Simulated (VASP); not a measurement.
# KF (Fmmm) in VASP: further runs

Runs on KF. Level: PBE. Tasks: single point.

Program: VASP 6.6.1. These are calculated values, not measurements. Logs are shortened: lines on timing, memory, paths and dates and some standing lists are left out, and cuts for length are marked.

### Step 1. The cell of the first run

Symmetry: Fmmm, No. 69, orthorhombic system. Conventional cell: a = 4.608 Å, b = 5.421 Å, c = 5.611 Å, α = 90.00°, β = 90.00°, γ = 90.00°. K (site symmetry mmm) has 6 F at 2.30 to 2.81 Å within 3.0 Å. Within 3.0 Å of F (site symmetry mmm) lie 6 K at 2.30 to 2.81 Å.

### Step 2. Single point, PBE (normal strain along x +0.0350, normal strain along z -0.1500)

Input file INCAR:

```
PREC = Accurate
ENCUT = 520
EDIFF = 1E-7
ISMEAR = 0
SIGMA = 0.05
LREAL = False
LASPH = True
NELM = 60
ALGO = Normal
ISIF = 2
LWAVE = False
LCHARG = False
GGA = PE
NBANDS = 15
```

Input file KPOINTS:

```
regular mesh
0
Gamma
  8 8 8
```

Input file POSCAR:

```
KF
1.0
    0.0000000000      2.7105354767      2.3039551552
    2.8054042184      0.0000000000      2.3039551552
    2.8054042184      2.7105354767      0.0000000000
K F
1 1
Direct
    0.0000000000      0.0000000000      0.0000000000
    0.5000000000      0.5000000000      0.5000000000
```

Potentials or basis: VASP PAW PBE potentials, release 64 (K_sv, F).

Started as:

```
cat potpaw_PBE.64/K_sv/POTCAR potpaw_PBE.64/F/POTCAR > POTCAR
mpirun -np 1 vasp_std > vasp.out
```

OUTCAR:

```text
PREC = Accurate
   ENCUT = 520
   EDIFF = 1E-7
   ISMEAR = 0
   LREAL = False
   LASPH = True
   NELM = 60
   ISIF = 2
   GGA = PE

 ion  position               nearest neighbor table
   1  0.000  0.000  0.000-   2 2.30   2 2.30   2 2.71   2 2.71   2 2.81   2 2.81
   2  0.500  0.500  0.500-   1 2.30   1 2.30   1 2.71   1 2.71   1 2.81   1 2.81

  LATTYP: Found a face centered orthorhombic cell.
 ALAT       =     4.6079103104
 B/A-ratio  =     1.1764705882
 C/A-ratio  =     1.2176470588

  Lattice vectors:

 A1 = (   2.8054042184,  -2.7105354767,   0.0000000000)
 A2 = (   2.8054042184,   0.0000000000,   2.3039551552)
 A3 = (   0.0000000000,  -2.7105354767,   2.3039551552)

Analysis of symmetry for initial positions (statically):
=====================================================================
 Subroutine PRICEL returns:
 Original cell was already a primitive cell.

 Routine SETGRP: Setting up the symmetry group for a
 face centered orthorhombic supercell.

 Subroutine GETGRP returns: Found  8 space group operations
 (whereof  8 operations were pure point group operations)
 out of a pool of  8 trial point group operations.

The static configuration has the point symmetry D_2h.

Analysis of symmetry for dynamics (positions and initial velocities):
=====================================================================
 Subroutine PRICEL returns:
 Original cell was already a primitive cell.

 Routine SETGRP: Setting up the symmetry group for a
 face centered orthorhombic supercell.

 Subroutine GETGRP returns: Found  8 space group operations
 (whereof  8 operations were pure point group operations)
 out of a pool of  8 trial point group operations.

The dynamic configuration has the point symmetry D_2h.

 Subroutine INISYM returns: Found  8 space group operations
 (whereof  8 operations are pure point group operations),
 and found     1 'primitive' translations

----------------------------------------------------------------------------------------

                                     Primitive cell

  volume of cell :      35.0392

  direct lattice vectors                    reciprocal lattice vectors
     0.000000000  2.710535477  2.303955155    -0.178227436  0.184465396  0.217018113
     2.805404218  0.000000000  2.303955155     0.178227436 -0.184465396  0.217018113
     2.805404218  2.710535477  0.000000000     0.178227436  0.184465396 -0.217018113

  length of vectors
     3.557416468  3.630220680  3.900935195     0.335990123  0.335990123  0.335990123

  position of ions in fractional coordinates (direct lattice)
     0.000000000  0.000000000  0.000000000
     0.500000000  0.500000000  0.500000000

  ion indices of the primitive-cell ions
   primitive index   ion index
                 1           1
                 2           2

----------------------------------------------------------------------------------------

 KPOINTS: regular mesh

Automatic generation of k-mesh.
 Grid dimensions read from file:
 generate k-points for:    8    8    8

 Generating k-lattice:

  Cartesian coordinates                     Fractional coordinates (reciprocal lattice)
    -0.022278429  0.023058174  0.027127264     0.125000000 -0.000000000  0.000000000
     0.022278429 -0.023058174  0.027127264    -0.000000000  0.125000000  0.000000000
     0.022278429  0.023058174 -0.027127264     0.000000000  0.000000000  0.125000000

  Length of vectors
     0.041998765  0.041998765  0.041998765

  Shift w.r.t. Gamma in fractional coordinates (k-lattice)
     0.000000000  0.000000000  0.000000000

 Subroutine IBZKPT returns following result:
 ===========================================

 Found     95 irreducible k-points:

 Following reciprocal coordinates:
            Coordinates               Weight
  0.000000  0.000000  0.000000      1.000000
  0.125000  0.000000  0.000000      8.000000
  0.250000  0.000000  0.000000      8.000000
  0.375000  0.000000  0.000000      8.000000
  0.500000  0.000000  0.000000      4.000000
  0.125000  0.125000  0.000000      2.000000
[... 16 lines left out ...]
  0.250000  0.000000  0.125000      8.000000
  0.375000  0.000000  0.125000      8.000000
 [... further k-points ...]
   k-points           NKPTS =     95   k-points in BZ     NKDIM =     95   number of bands    NBANDS=     15
   number of dos      NEDOS =    301   number of ions     NIONS =      2
   total plane-waves  NPLWV =  23520
   dimension x,y,z NGX =    28 NGY =   28 NGZ =   30
   dimension x,y,z NGXF=    56 NGYF=   56 NGZF=   60
   ions per type =               1   1
   NGX,Y,Z   is equivalent  to a cutoff of  13.09, 12.82, 12.79 a.u.
   NGXF,Y,Z  is equivalent  to a cutoff of  26.17, 25.65, 25.57 a.u.
 SYSTEM =  unknown system
   PREC   = accura    normal or accurate (medium, high low for compatibility)
   ISTART =      0    job   : 0-new  1-cont  2-samecut
   ICHARG =      2    charge: 1-file 2-atom 10-const
   ISPIN  =      1    spin polarized calculation?
[... 30 lines left out ...]
   GGA     = PE    functional components
   LHFCALC =     F    Hartree Fock is set to
   AEXX    =    0.0000 exact exchange contribution
   IVDW    =     0    specifies the selected vdW correction
   LEPSILON=     F    determine dielectric tensor
   LRPA    =     F    only Hartree local field effects (RPA)
 non-spin polarized calculation
 Gauss-broadening in eV      SIGMA  =   0.05
  energy-cutoff  :      520.00
  volume of cell :       35.04
 maximum number of plane-waves:       960
 NGX is ok and might be reduce to    28
   NGX = 13   NGY = 13   NGZ = 15

 number of electron      15.9999998 magnetization

 Free energy of the ion-electron system (eV)
  ---------------------------------------------------
  ext. energy  EPLUGINS =         0.00000000
  ---------------------------------------------------
  free energy    TOTEN  =        -7.94322831 eV

  energy without entropy =       -7.94322831  energy(sigma->0) =       -7.94322831

 E-fermi :  -1.8533     XC(G=0):  -8.7489

 val. band max:       -2.0876386411   @ k =   0.5000   0.0000   0.5000
 cond. band min:       3.8386558618   @ k =   0.0000   0.0000   0.0000
 fundamental gap:      5.9262945029
 Fermi energy:        -1.8533040869

 k-point     1 :       0.0000    0.0000    0.0000
  band No.  band energies     occupation
      1     -28.3752      2.00000
      2     -21.2912      2.00000
      3     -11.6900      2.00000
      4     -11.5544      2.00000
      5     -11.5138      2.00000
      6      -2.7193      2.00000
      7      -2.6893      2.00000
      8      -2.1048      2.00000
      9       3.8387      0.00000
     10       8.0892      0.00000
     11       8.3257      0.00000
     12       9.2468      0.00000
     13       9.2494      0.00000
     14      11.5936      0.00000
     15      15.2478      0.00000

 k-point     2 :       0.1250    0.0000    0.0000
  band No.  band energies     occupation
      1     -28.3511      2.00000
      2     -21.3273      2.00000
      3     -11.6495      2.00000
      4     -11.5857      2.00000
      5     -11.5432      2.00000
      6      -2.8124      2.00000
      7      -2.7557      2.00000
      8      -2.2878      2.00000
      9       4.2836      0.00000
     10       8.1508      0.00000
     11       8.4794      0.00000
     12       9.2040      0.00000
     13       9.4448      0.00000
     14      11.8008      0.00000
     15      16.0312      0.00000

 k-point     3 :       0.2500    0.0000    0.0000
  band No.  band energies     occupation
      1     -28.2919      2.00000
      2     -21.4152      2.00000
      3     -11.7108      2.00000
      4     -11.6083      2.00000
      5     -11.5016      2.00000
      6      -3.0727      2.00000
      7      -2.8828      2.00000
      8      -2.6741      2.00000
      9       5.3888      0.00000
     10       7.9644      0.00000
     11       8.9757      0.00000
     12       9.6135      0.00000
     13      10.1396      0.00000
     14      12.3033      0.00000
     15      16.6736      0.00000
[... 343 lines left out ...]
 k-point    23 :       0.2500    0.0000    0.1250
  band No.  band energies     occupation
      1     -28.3072      2.00000
      2     -21.3545      2.00000
      3     -11.7496      2.00000
      4     -11.6617      2.00000
      5     -11.6021      2.00000
      6      -3.0723      2.00000
      7      -2.8048      2.00000
      8      -2.2827      2.00000
      9       5.2520      0.00000
     10       7.5767      0.00000
     11       9.0976      0.00000
     12       9.8334      0.00000
     13       9.9651      0.00000
     14      11.8482      0.00000
     15      17.0395      0.00000

 k-point    24 :       0.3750    0.0000    0.1250
  band No.  band energies     occupation
      1     -28.2476      2.00000
      2     -21.4395      2.00000
      3     -11.8292      2.00000
      4     -11.6681      2.00000
      5     -11.5835      2.00000
      6      -3.2211      2.00000
      7      -2.9362      2.00000
      8      -2.6656      2.00000
      9       6.3748      0.00000
     10       7.6802      0.00000
     11       9.3965      0.00000
     12      10.3088      0.00000
     13      11.0469      0.00000
     14      12.2976      0.00000
     15      15.6137      0.00000

 [... further k-points ...]
[... 5 lines left out ...]
  --------------------------------------------------------------------------------------
  -------------------------------------------------------------------------------------
  Total        0.1628315      0.5565438      5.6726686      0.0000000      0.0000000      0.0000000
  in kB        7.4455080     25.4481004    259.3841525      0.0000000      0.0000000      0.0000000
  external PRESSURE =      97.4259203 kB  Pullay stress =       0.0000000 kB

 VOLUME and BASIS-vectors are now :
 -----------------------------------------------------------------------------
  energy-cutoff  :      520.00
  volume of cell :       35.04
      direct lattice vectors                 reciprocal lattice vectors
     0.000000000  2.710535477  2.303955155    -0.178227436  0.184465396  0.217018113
     2.805404218  0.000000000  2.303955155     0.178227436 -0.184465396  0.217018113
     2.805404218  2.710535477  0.000000000     0.178227436  0.184465396 -0.217018113

 POSITION                                       TOTAL-FORCE (eV/Angst)
 -----------------------------------------------------------------------------------
      0.00000      0.00000      0.00000         0.000000     -0.000000      0.000000
      2.80540      2.71054      2.30396         0.000000      0.000000      0.000000
 -----------------------------------------------------------------------------------
    total drift:                                0.000000      0.000000      0.000000

  FREE ENERGIE OF THE ION-ELECTRON SYSTEM (eV)
  ---------------------------------------------------
  free  energy   TOTEN  =        -7.9432283130 eV

  energy  without entropy=       -7.9432283130  energy(sigma->0) =       -7.94322831
```

Run time: 25 s. Hardware: 1 thread of Intel Xeon 6975P-C (Granite Rapids), shared host; peak memory 0.19 GiB.

What came out:

- Free energy: -7.9432 eV
- Pressure: 9.7 GPa
- Band gap on the k mesh: 5.93 eV, indirect (least direct gap 5.94 eV)

Caveat: the cell differs from its parent crystal (normal strain along x +0.0350, normal strain along z -0.1500). A k mesh can miss the band edges.

### Step 3. Single point, PBE (normal strain along x -0.0175, normal strain along z -0.1125)

Input file INCAR:

```
  PREC = Accurate
  ENCUT = 520
  EDIFF = 1E-7
  ISMEAR = 0
  SIGMA = 0.05
  LREAL = False
  LASPH = True
  NELM = 80
  ALGO = Normal
  ISIF = 2
  LWAVE = False
  LCHARG = True
  GGA = PE
  LELF = True
  LVHAR = True
  NBANDS = 15
```

Input file KPOINTS:

```
Automatic mesh
0
Gamma
  8 8 8
```

Input file POSCAR:

```
KF
1.0
    0.0000000000      2.7105354767      2.4056002356
    2.6631011059      0.0000000000      2.4056002356
    2.6631011059      2.7105354767      0.0000000000
K F
1 1
Direct
    0.0000000000      0.0000000000      0.0000000000
    0.5000000000      0.5000000000      0.5000000000
```

Potentials or basis: VASP PAW PBE potentials, release 64 (K_sv, F).

Started as:

```
cat potpaw_PBE.64/K_sv/POTCAR potpaw_PBE.64/F/POTCAR > POTCAR
mpirun -np 1 vasp_std > vasp.out
```

Run time: 20 s. Hardware: 1 thread of Intel Xeon 6975P-C (Granite Rapids), shared host; peak memory 0.18 GiB.

The run converged. Its results:

```yaml
Free_energy: -8.1152 eV
Pressure: 7.3 GPa
Band_gap_on_the_k_mesh: 6.36 eV, direct
```

Stress tensor (GPa, compression positive):
```
 3.54  0.00  0.00
 0.00  2.34  0.00
 0.00  0.00 16.11
```

Levels at points of the mesh, in eV from the valence-band top:
| k point | band 5 | band 6 | band 7 | band 8 | band 9 | band 10 | band 11 | band 12 |
| --- | --- | --- | --- | --- | --- | --- | --- | --- |
| (0.00, 0.00, 0.00) | -9.24 | -0.33 | -0.30 | 0.00 | 6.36 | 10.50 | 10.62 | 11.22 |
| (0.50, 0.00, 0.00) | -9.16 | -1.15 | -0.71 | -0.68 | 9.20 | 11.05 | 11.99 | 12.74 |
| (0.50, 0.50, 0.00) | -9.61 | -0.36 | -0.33 | -0.06 | 7.77 | 10.78 | 13.03 | 13.93 |
| (0.50, 0.00, 0.50) | -9.40 | -0.51 | -0.34 | 0.00 | 8.28 | 10.58 | 11.90 | 13.95 |
| (0.00, 0.50, 0.50) | -9.42 | -0.47 | -0.37 | 0.00 | 8.23 | 10.55 | 12.06 | 13.93 |

Caveat: the cell differs from its parent crystal (normal strain along x -0.0175, normal strain along z -0.1125). A k mesh can miss the band edges.

### Step 4. Single point, PBE (normal strain along x -0.0350, normal strain along z -0.0750)

Input file INCAR:

```
ALGO = Normal
EDIFF = 1E-6
ENCUT = 520
GGA = PE
ISIF = 2
ISMEAR = 0
LASPH = True
LCHARG = False
LREAL = False
LWAVE = False
NBANDS = 15
NELM = 60
PREC = Accurate
SIGMA = 0.05
```

Input file KPOINTS:

```
k-points
0
Gamma
  8 8 8
```

Input file POSCAR:

```
KF
1.0
    0.0000000000      2.7105354767      2.5072453159
    2.6156667350      0.0000000000      2.5072453159
    2.6156667350      2.7105354767      0.0000000000
K F
1 1
Direct
    0.0000000000      0.0000000000      0.0000000000
    0.5000000000      0.5000000000      0.5000000000
```

Started as:

```
cat potpaw_PBE.64/K_sv/POTCAR potpaw_PBE.64/F/POTCAR > POTCAR
mpirun -np 1 vasp_std > vasp.out
```

Run time: 19 s. Hardware: 1 thread of Intel Xeon 6975P-C (Granite Rapids), shared host; peak memory 0.18 GiB.

Results (log left out):

- Free energy: -8.2112 eV
- Pressure: 5.0 GPa
- Band gap on the k mesh: 6.42 eV, direct

Stress tensor (GPa, compression positive):
```
4.34 0.00 0.00
0.00 1.81 0.00
0.00 0.00 8.74
```

Levels at points of the mesh, in eV from the valence-band top:
| k point | band 5 | band 6 | band 7 | band 8 | band 9 | band 10 | band 11 | band 12 |
| --- | --- | --- | --- | --- | --- | --- | --- | --- |
| (0.00, 0.00, 0.00) | -9.22 | -0.16 | -0.11 | 0.00 | 6.42 | 10.57 | 10.80 | 11.04 |
| (0.50, 0.00, 0.00) | -9.21 | -0.97 | -0.52 | -0.51 | 9.25 | 11.03 | 12.13 | 12.56 |
| (0.50, 0.50, 0.00) | -9.51 | -0.21 | -0.14 | -0.12 | 8.02 | 10.67 | 12.66 | 13.90 |
| (0.50, 0.00, 0.50) | -9.41 | -0.37 | -0.15 | -0.03 | 8.31 | 10.61 | 11.93 | 13.93 |
| (0.00, 0.50, 0.50) | -9.44 | -0.27 | -0.21 | -0.02 | 8.20 | 10.59 | 12.26 | 13.90 |

Caveat: the cell differs from its parent crystal (normal strain along x -0.0350, normal strain along z -0.0750). A k mesh can miss the band edges.

### Step 5. Single point, PBE (normal strain along x +0.0525, normal strain along z -0.1500)

Input file INCAR:

```
  ALGO = Normal
  EDIFF = 1E-6
  ENCUT = 520
  GGA = PE
  ISIF = 2
  ISMEAR = 0
  LASPH = T
  LCHARG = F
  LREAL = F
  LWAVE = F
  NBANDS = 15
  NELM = 100
  PREC = Accurate
  SIGMA = 0.05
```

KPOINTS is that of step 4.

Input file POSCAR:

```
KF
1.0
    0.0000000000      2.7105354767      2.3039551552
    2.8528385892      0.0000000000      2.3039551552
    2.8528385892      2.7105354767      0.0000000000
K F
1 1
Direct
    0.0000000000      0.0000000000      0.0000000000
    0.5000000000      0.5000000000      0.5000000000
```

Started as:

```
cat potpaw_PBE.64/K_sv/POTCAR potpaw_PBE.64/F/POTCAR > POTCAR
mpirun -np 1 vasp_std > vasp.out
```

It took 20 s on 1 thread of Intel Xeon 6975P-C (Granite Rapids), shared host; peak memory 0.18 GiB.

The run converged. Its results:

* Free energy: -7.9453 eV
* Pressure: 9.2 GPa
* Band gap on the k mesh: 5.82 eV, indirect (least direct gap 5.83 eV)

Stress tensor (GPa, compression positive):
```
-0.06  0.00  0.00
 0.00  2.33  0.00
 0.00  0.00 25.22
```

Levels at points of the mesh, in eV from the valence-band top:
| k point | band 5 | band 6 | band 7 | band 8 | band 9 | band 10 | band 11 | band 12 |
| --- | --- | --- | --- | --- | --- | --- | --- | --- |
| (0.00, 0.00, 0.00) | -9.47 | -0.64 | -0.60 | -0.02 | 5.82 | 10.09 | 10.44 | 11.25 |
| (0.50, 0.00, 0.00) | -9.26 | -1.39 | -1.00 | -0.96 | 8.79 | 10.52 | 11.50 | 12.67 |
| (0.50, 0.50, 0.00) | -9.87 | -0.69 | -0.62 | -0.04 | 7.35 | 10.67 | 13.01 | 13.66 |
| (0.50, 0.00, 0.50) | -9.61 | -0.75 | -0.69 | 0.00 | 8.19 | 10.01 | 11.44 | 13.29 |
| (0.00, 0.50, 0.50) | -9.56 | -0.86 | -0.64 | -0.01 | 8.28 | 10.15 | 10.97 | 13.65 |

Caveat: the cell differs from its parent crystal (normal strain along x +0.0525, normal strain along z -0.1500).

### Step 6. Single point, PBE (normal strain along x +0.0175, normal strain along z -0.1125)

Input file INCAR:

```
PREC = Accurate
ENCUT = 520
EDIFF = 1E-7
ISMEAR = 0
SIGMA = 0.05
LREAL = F
LASPH = T
NELM = 100
ALGO = Normal
ISIF = 2
LWAVE = F
LCHARG = F
GGA = PE
NBANDS = 15
```

Input file KPOINTS:

```
regular mesh
0
Gamma
  8 8 8
```

Input file POSCAR:

```
KF
1.0
    0.0000000000      2.7105354767      2.4056002356
    2.7579698475      0.0000000000      2.4056002356
    2.7579698475      2.7105354767      0.0000000000
K F
1 1
Direct
    0.0000000000      0.0000000000      0.0000000000
    0.5000000000      0.5000000000      0.5000000000
```

Potentials or basis: VASP PAW PBE potentials, release 64 (K_sv, F).

Started as:

```
cat potpaw_PBE.64/K_sv/POTCAR potpaw_PBE.64/F/POTCAR > POTCAR
mpirun -np 1 vasp_std > vasp.out
```

It took 24 s on 1 thread of Intel Xeon 6975P-C (Granite Rapids), shared host; peak memory 0.19 GiB.

It converged, with:

| Property | Result |
| --- | --- |
| Free energy | -8.1332 eV |
| Pressure | 5.9 GPa |
| Band gap on the k mesh | 6.13 eV, direct |

Stress tensor (GPa, compression positive):
```
 0.91  0.00  0.00
 0.00  1.83  0.00
 0.00  0.00 14.91
```

Levels at points of the mesh, in eV from the valence-band top:
| k point | band 6 | band 7 | band 8 | band 9 | band 10 | band 11 |
| --- | --- | --- | --- | --- | --- | --- |
| (0.00, 0.00, 0.00) | -0.34 | -0.33 | 0.00 | 6.13 | 10.39 | 10.51 |
| (0.50, 0.00, 0.00) | -1.13 | -0.70 | -0.67 | 9.03 | 10.75 | 11.77 |
| (0.50, 0.50, 0.00) | -0.40 | -0.37 | -0.08 | 7.70 | 10.62 | 12.82 |
| (0.50, 0.00, 0.50) | -0.52 | -0.39 | -0.01 | 8.24 | 10.31 | 11.69 |
| (0.00, 0.50, 0.50) | -0.56 | -0.37 | -0.01 | 8.28 | 10.35 | 11.52 |

Caveat: the cell differs from its parent crystal (normal strain along x +0.0175, normal strain along z -0.1125).

### Step 7. Summary

```tsv
cell	gap on the mesh (eV)	pressure (GPa)
a = 3.557, b = 3.630, c = 3.901 Å, angles 56.2, 58.0, 65.7°, 2 atoms	5.93	9.7
a = 3.624, b = 3.589, c = 3.800 Å, angles 58.7, 57.8, 63.6°, 2 atoms	6.36	7.3
a = 3.692, b = 3.623, c = 3.767 Å, angles 59.9, 58.1, 62.0°, 2 atoms	6.42	5.0
a = 3.557, b = 3.667, c = 3.935 Å, angles 55.7, 58.3, 66.0°, 2 atoms	5.82	9.2
a = 3.624, b = 3.660, c = 3.867 Å, angles 57.5, 58.4, 64.1°, 2 atoms	6.13	5.9
```

Alike in all rows: task single point; level PBE; potentials or basis VASP PAW PBE potentials, release 64 (K_sv, F); no spin polarisation; k mesh 8 × 8 × 8; cutoff (eV) 520; smearing gaussian 0.05 eV.

Total energies depend on the potentials used, so only differences within one code and one set of settings carry meaning.
